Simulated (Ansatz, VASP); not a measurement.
**Co in VASP and in Ansatz**

```
Co
1.0
     2.49371    0.00000    0.00000
    -1.24686    2.15962    0.00000
     0.00000    0.00000    4.03009
Co
2
Direct
  0.33333 0.66667 0.25000
  0.66667 0.33333 0.75000
```

Alike in both runs: task single point; functional PBE; k mesh 20 × 20 × 12; occupations gaussian, width 0.05 eV; no spin polarisation.

|  | VASP | Ansatz |
| --- | --- | --- |
| version | VASP 6.6.1 | Ansatz 0.2.0 |
| potentials or method | VASP PAW PBE potentials, release 64 (Co), cutoff 520 eV | scalar-relativistic, plane waves, PAW |
| valence electrons in the cell | 18 | 34 |

```tsv
	VASP	Ansatz	Ansatz less VASP
gap on the k mesh at the Fermi level (eV)	none	none	-
pressure (GPa)	-11.8	-11.3	+0.47
traceless stress, the component that is largest in VASP (GPa)	-0.49	-0.45	+0.038
```

A gap of «none» marks a metal or a gap that the smearing closes. The functional is the same, so the differences come from potentials, cutoffs and numerics. VASP's potentials hold 18 valence electrons a cell and Ansatz's 34, so a difference there can come from the potentials and not from the codes.
